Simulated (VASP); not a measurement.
TiGe2As2, 5 atoms in the cell. It takes space group P6/mmm (No. 191, hexagonal). Conventional cell: a = 4.364 Å, b = 4.364 Å, c = 7.046 Å, α = 90.00°, β = 90.00°, γ = 120.00°. Within 3.3 Å of Ti (site symmetry 6/mmm) lie 2 Ge at 2.47 Å. Within 2.8 Å of Ge (site symmetry 6mm) lie 1 Ge at 2.11 Å and 1 Ti at 2.47 Å and 6 As at 2.73 Å. As (site symmetry -6m2) has 3 As at 2.52 Å and 6 Ge at 2.73 Å within 3.3 Å. The cell was built from a structure type or drawn by symmetry, and may not be a known phase.

| Item | Value |
| --- | --- |
| Program | VASP 6.6.1 |
| Task | single point |
| Functional | PBE |
| Potentials or basis | VASP PAW PBE potentials, release 64 (Ti_sv, Ge_d, As) |
| Cutoff | 520 eV |
| k mesh | 6 × 6 × 4 |
| Occupations | gaussian, width 0.1 eV |
| Spin | no spin polarisation |
| Dipole correction | no |
| Further INCAR settings | ALGO = Normal; EDIFF = 1e-06; NBANDS = 33 |

Potentials or basis: VASP PAW PBE potentials, release 64 (Ti_sv, Ge_d, As).

Command:

```sh
$ cat potpaw_PBE.64/Ti_sv/POTCAR potpaw_PBE.64/Ge_d/POTCAR potpaw_PBE.64/As/POTCAR > POTCAR
$ mpirun -np 1 vasp_std > vasp.out
```

Hardware: 1 thread of AMD EPYC 7R13 Processor (Zen 3) (shared host).

**Question.** Estimate the wall time of this run.

**Answer.** Run time: 69 s on 1 thread of AMD EPYC 7R13 Processor (Zen 3), with other jobs on the host, peak memory 0.24 GiB. Counts: scf iterations 16, k points 21.
